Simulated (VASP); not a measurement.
# GePt (Fd-3m) in VASP: single point with PBE

Aim: the single point of GePt with PBE.

Program: VASP 6.6.1. These are calculated values, not measurements. Logs are shortened: lines on timing, memory, paths and dates and some standing lists are left out, and cuts for length are marked.

## Step 1: The cell of the first run

Symmetry: Fd-3m, No. 227, cubic system. Conventional cell: a = 6.444 Å, b = 6.444 Å, c = 6.444 Å, α = 90.00°, β = 90.00°, γ = 90.00°. Ge (site symmetry -43m) has 4 Ge at 2.79 Å and 10 Pt at 2.79 to 3.22 Å within 3.7 Å. Within 3.7 Å of Pt (site symmetry -43m) lie 10 Ge at 2.79 to 3.22 Å and 4 Pt at 2.79 Å.

The cell was built from a structure type or drawn by symmetry, and may not be a known phase.

## Step 2: Single point, PBE

INCAR

```
PREC     = Accurate       # precision mode
ENCUT    = 500            # plane-wave cutoff, eV
EDIFF    = 1E-6           # SCF threshold, eV
ISMEAR   = 0              # smearing method
SIGMA    = 0.2            # smearing width, eV
LREAL    = False          # projectors in reciprocal space
LASPH    = True           # aspherical terms in the spheres
NELM     = 120            # most SCF steps
ALGO     = Normal         # electronic algorithm
ISIF     = 2              # what is computed and relaxed
LWAVE    = False          # write WAVECAR
LCHARG   = False          # write CHGCAR
GGA      = PE             # functional
NBANDS   = 32             # bands
GGA_COMPAT= False
```

KPOINTS

```
Automatic mesh
0
Gamma
  5 5 5
```

POSCAR

```
GePt
1.0
    0.0000000000      3.2219666723      3.2219666723
    3.2219666723      0.0000000000      3.2219666723
    3.2219666723      3.2219666723      0.0000000000
Ge Pt
2 2
Direct
    0.2500000000      0.2500000000      0.2500000000
    0.0000000000      0.0000000000      0.0000000000
    0.7500000000      0.7500000000      0.7500000000
    0.5000000000      0.5000000000      0.5000000000
```

Potentials or basis: VASP PAW PBE potentials, release 64 (Ge_d, Pt).

Command:

```bash
cat potpaw_PBE.64/Ge_d/POTCAR potpaw_PBE.64/Pt/POTCAR > POTCAR
mpirun -np 1 vasp_std > vasp.out
```

OUTCAR:

```text
PREC = Accurate
   ENCUT = 500
   EDIFF = 1E-6
   ISMEAR = 0
   LREAL = False
   LASPH = True
   NELM = 120
   ISIF = 2
   GGA = PE

 ion  position               nearest neighbor table
   1  0.250  0.250  0.250-   2 2.79   4 2.79   2 2.79   2 2.79   2 2.79   4 2.79   4 2.79   4 2.79

   2  0.000  0.000  0.000-   1 2.79   3 2.79   3 2.79   3 2.79   3 2.79   1 2.79   1 2.79   1 2.79

   3  0.750  0.750  0.750-   2 2.79   4 2.79   4 2.79   4 2.79   4 2.79   2 2.79   2 2.79   2 2.79

   4  0.500  0.500  0.500-   1 2.79   3 2.79   1 2.79   1 2.79   1 2.79   3 2.79   3 2.79   3 2.79

  LATTYP: Found a face centered cubic cell.
 ALAT       =     6.4439333446

  Lattice vectors:

 A1 = (   0.0000000000,   3.2219666723,   3.2219666723)
 A2 = (   3.2219666723,   0.0000000000,   3.2219666723)
 A3 = (   3.2219666723,   3.2219666723,   0.0000000000)

Analysis of symmetry for initial positions (statically):
=====================================================================
 Subroutine PRICEL returns:
 Original cell was already a primitive cell.

 Routine SETGRP: Setting up the symmetry group for a
 face centered cubic supercell.

 Subroutine GETGRP returns: Found 48 space group operations
 (whereof 24 operations were pure point group operations)
 out of a pool of 48 trial point group operations.

The static configuration has the point symmetry T_d .
 The point group associated with its full space group is O_h .

Analysis of symmetry for dynamics (positions and initial velocities):
=====================================================================
 Subroutine PRICEL returns:
 Original cell was already a primitive cell.

 Routine SETGRP: Setting up the symmetry group for a
 face centered cubic supercell.

 Subroutine GETGRP returns: Found 48 space group operations
 (whereof 24 operations were pure point group operations)
 out of a pool of 48 trial point group operations.

The dynamic configuration has the point symmetry T_d .
 The point group associated with its full space group is O_h .

 Subroutine INISYM returns: Found 48 space group operations
 (whereof 24 operations are pure point group operations),
 and found     1 'primitive' translations

----------------------------------------------------------------------------------------

                                     Primitive cell

  volume of cell :      66.8949

  direct lattice vectors                    reciprocal lattice vectors
     0.000000000  3.221966672  3.221966672    -0.155184721  0.155184721  0.155184721
     3.221966672  0.000000000  3.221966672     0.155184721 -0.155184721  0.155184721
     3.221966672  3.221966672  0.000000000     0.155184721  0.155184721 -0.155184721

  length of vectors
     4.556548965  4.556548965  4.556548965     0.268787822  0.268787822  0.268787822

  position of ions in fractional coordinates (direct lattice)
     0.250000000  0.250000000  0.250000000
     0.000000000  0.000000000  0.000000000
     0.750000000  0.750000000  0.750000000
     0.500000000  0.500000000  0.500000000

  ion indices of the primitive-cell ions
   primitive index   ion index
                 1           1
                 2           2
                 3           3
                 4           4

----------------------------------------------------------------------------------------

 KPOINTS: Automatic mesh

Automatic generation of k-mesh.
 Grid dimensions read from file:
 generate k-points for:    5    5    5

 Generating k-lattice:

  Cartesian coordinates                     Fractional coordinates (reciprocal lattice)
    -0.031036944  0.031036944  0.031036944     0.200000000  0.000000000  0.000000000
     0.031036944 -0.031036944  0.031036944     0.000000000  0.200000000  0.000000000
     0.031036944  0.031036944 -0.031036944     0.000000000  0.000000000  0.200000000

  Length of vectors
     0.053757564  0.053757564  0.053757564

  Shift w.r.t. Gamma in fractional coordinates (k-lattice)
     0.000000000  0.000000000  0.000000000

 Subroutine IBZKPT returns following result:
 ===========================================

 Found     10 irreducible k-points:

 Following reciprocal coordinates:
            Coordinates               Weight
  0.000000  0.000000  0.000000      1.000000
  0.200000  0.000000  0.000000      8.000000
  0.400000  0.000000  0.000000      8.000000
  0.200000  0.200000  0.000000      6.000000
  0.400000  0.200000  0.000000     24.000000
 -0.400000  0.200000  0.000000     24.000000
 -0.200000  0.200000  0.000000     12.000000
  0.400000  0.400000  0.000000      6.000000
 -0.400000  0.400000  0.000000     12.000000
 -0.400000  0.400000  0.200000     24.000000
   k-points           NKPTS =     10   k-points in BZ     NKDIM =     10   number of bands    NBANDS=     32
   number of dos      NEDOS =    301   number of ions     NIONS =      4
   total plane-waves  NPLWV =  46656
   dimension x,y,z NGX =    36 NGY =   36 NGZ =   36
   dimension x,y,z NGXF=    72 NGYF=   72 NGZF=   72
   ions per type =               2   2
   NGX,Y,Z   is equivalent  to a cutoff of  13.13, 13.13, 13.13 a.u.
   NGXF,Y,Z  is equivalent  to a cutoff of  26.27, 26.27, 26.27 a.u.
 SYSTEM =  unknown system
   PREC   = accura    normal or accurate (medium, high low for compatibility)
   ISTART =      0    job   : 0-new  1-cont  2-samecut
   ICHARG =      2    charge: 1-file 2-atom 10-const
   ISPIN  =      1    spin polarized calculation?
   LNONCOLLINEAR =      F non collinear calculations
   LSORBIT =      F    spin-orbit coupling
   LASPH  =      T    aspherical Exc in radial PAW
   ENCUT  =  500.0 eV  36.75 Ry    6.06 a.u.   8.31  8.31  8.31*2*pi/ulx,y,z
   NELM   =    120;   NELMIN=  2; NELMDL= -5     # of ELM steps
   EDIFF  = 0.1E-05   stopping-criterion for ELM
   LREAL  =      F    real-space projection
   EDIFFG = 0.1E-04   stopping-criterion for IOM
   NSW    =      0    number of steps for IOM
   IBRION =     -1    ionic relax: 0-MD 1-quasi-New 2-CG
   NFREE  =      0    steps in history (QN), initial steepest desc. (CG)
   ISIF   =      2    stress and relaxation
   ISYM   =      2    0-nonsym 1-usesym 2-fastsym
   POTIM  = 0.5000    time-step for ionic-motion
   TEBEG  =    0.0;   TEEND  =   0.0 temperature during run
   PSTRESS=    0.0 pullay stress
   NELECT =      48.0000    total number of electrons
   NUPDOWN=      -1.0000    fix difference up-down
   EMIN   =  10.00;   EMAX   =-10.00  energy-range for DOS
   EFERMI =   0.00;   METHOD = LEGACY
   ISMEAR =     0;   SIGMA  =   0.20  broadening in eV -4-tet -1-fermi 0-gaus
   EFERMI_NEDOS =   21; number of points for ismear=-14 and -15
   IALGO  =     38    algorithm
   IMIX   =      4    mixing-type and parameters
     AMIX     =   0.40;   BMIX     =  1.00
     AMIX_MAG =   1.60;   BMIX_MAG =  1.00
  volume/ion in A,a.u.               =      16.72       112.86
  Fermi-wavevector in a.u.,A,eV,Ry     =   1.465630  2.769638 29.226265  2.148070
  Thomas-Fermi vector in A             =   2.581464
   LORBIT       =      0    0 simple, 1 ext, 2 COOP (PROOUT), +10 PAW based schemes
   GGA     = PE    functional components
   LHFCALC =     F    Hartree Fock is set to
   AEXX    =    0.0000 exact exchange contribution
   IVDW    =     0    specifies the selected vdW correction
   LEPSILON=     F    determine dielectric tensor
   LRPA    =     F    only Hartree local field effects (RPA)
 non-spin polarized calculation
 Gauss-broadening in eV      SIGMA  =   0.20
  energy-cutoff  :      500.00
  volume of cell :       66.89
 maximum number of plane-waves:      1714
 NGX is ok and might be reduce to    36
   NGX = 17   NGY = 17   NGZ = 17

 number of electron      48.0000029 magnetization

 Free energy of the ion-electron system (eV)
  ---------------------------------------------------
  ext. energy  EPLUGINS =         0.00000000
  ---------------------------------------------------
  free energy    TOTEN  =       -21.05721589 eV

  energy without entropy =      -21.00849840  energy(sigma->0) =      -21.03285714

 E-fermi :   9.0059     XC(G=0): -12.3814

 val. band max:        8.9406555640   @ k =   0.4000   0.4000   0.0000
 cond. band min:       9.0922137251   @ k =   0.4000   0.2000   0.0000
 fundamental gap:      0.1515581611
 Fermi energy:         9.0058510504

 k-point     1 :       0.0000    0.0000    0.0000
  band No.  band energies     occupation
      1     -16.0584      2.00000
      2     -16.0584      2.00000
      3     -16.0584      2.00000
      4     -16.0384      2.00000
      5     -16.0384      2.00000
      6     -15.9715      2.00000
[... 24 lines left out ...]
     31      14.7993      0.00000
     32      14.7993      0.00000

 k-point     2 :       0.2000    0.0000    0.0000
  band No.  band energies     occupation
      1     -16.0631      2.00000
      2     -16.0631      2.00000
      3     -16.0569      2.00000
      4     -16.0313      2.00000
      5     -16.0313      2.00000
      6     -15.9757      2.00000
[... 24 lines left out ...]
     31      15.1143      0.00000
     32      15.5841      0.00000

 k-point     3 :       0.4000    0.0000    0.0000
  band No.  band energies     occupation
      1     -16.0675      2.00000
      2     -16.0675      2.00000
      3     -16.0537      2.00000
      4     -16.0238      2.00000
      5     -16.0238      2.00000
      6     -15.9782      2.00000
[... 24 lines left out ...]
     31      16.4409      0.00000
     32      16.4409      0.00000

 k-point     4 :       0.2000    0.2000    0.0000
  band No.  band energies     occupation
      1     -16.0639      2.00000
      2     -16.0639      2.00000
      3     -16.0587      2.00000
      4     -16.0308      2.00000
      5     -16.0231      2.00000
      6     -15.9918      2.00000
[... 164 lines left out ...]
     31      18.2990      0.00000
     32      18.2990      0.00000

 k-point     9 :      -0.4000    0.4000    0.0000
  band No.  band energies     occupation
      1     -16.0768      2.00000
      2     -16.0722      2.00000
      3     -16.0365      2.00000
      4     -16.0228      2.00000
      5     -16.0016      2.00000
      6     -15.9978      2.00000
[... 24 lines left out ...]
     31      16.2468      0.00000
     32      18.4550      0.00000

 k-point    10 :      -0.4000    0.4000    0.2000
  band No.  band energies     occupation
      1     -16.0763      2.00000
      2     -16.0737      2.00000
      3     -16.0355      2.00000
      4     -16.0124      2.00000
      5     -16.0119      2.00000
      6     -16.0016      2.00000
[... 24 lines left out ...]
     31      17.3231      0.00000
     32      17.5424      0.00000

------------------------ aborting loop because EDIFF is reached ----------------------------------------

  FORCE on cell =-STRESS in cart. coord.  units (eV):
  Direction    XX          YY          ZZ          XY          YZ          ZX
  --------------------------------------------------------------------------------------
  -------------------------------------------------------------------------------------
  Total       -0.0571689     -0.0571689     -0.0571689      0.0000000      0.0000000      0.0000000
  in kB       -1.3692321     -1.3692321     -1.3692321      0.0000000      0.0000000      0.0000000
  external PRESSURE =      -1.3692321 kB  Pullay stress =       0.0000000 kB

 VOLUME and BASIS-vectors are now :
 -----------------------------------------------------------------------------
  energy-cutoff  :      500.00
  volume of cell :       66.89
      direct lattice vectors                 reciprocal lattice vectors
     0.000000000  3.221966672  3.221966672    -0.155184721  0.155184721  0.155184721
     3.221966672  0.000000000  3.221966672     0.155184721 -0.155184721  0.155184721
     3.221966672  3.221966672  0.000000000     0.155184721  0.155184721 -0.155184721

 POSITION                                       TOTAL-FORCE (eV/Angst)
 -----------------------------------------------------------------------------------
      1.61098      1.61098      1.61098        -0.000000     -0.000000     -0.000000
      0.00000      0.00000      0.00000         0.000000      0.000000      0.000000
      4.83295      4.83295      4.83295        -0.000000     -0.000000     -0.000000
      3.22197      3.22197      3.22197         0.000000      0.000000      0.000000
 -----------------------------------------------------------------------------------
    total drift:                                0.000000      0.000000      0.000000

  FREE ENERGIE OF THE ION-ELECTRON SYSTEM (eV)
  ---------------------------------------------------
  free  energy   TOTEN  =       -21.0572158891 eV

  energy  without entropy=      -21.0084983984  energy(sigma->0) =      -21.03285714
```

It took 14 s on 1 thread of Intel Xeon 6975P-C (Granite Rapids), shared host; peak memory 0.2 GiB.

Results:

* Free energy: -21.0572 eV
* Pressure: -0.1 GPa
* Band gap on the k mesh: zero (bands 24 and 25 overlap by 1.43 eV)

Caveat: spin-orbit coupling is left out, which moves the levels of the heavy elements.
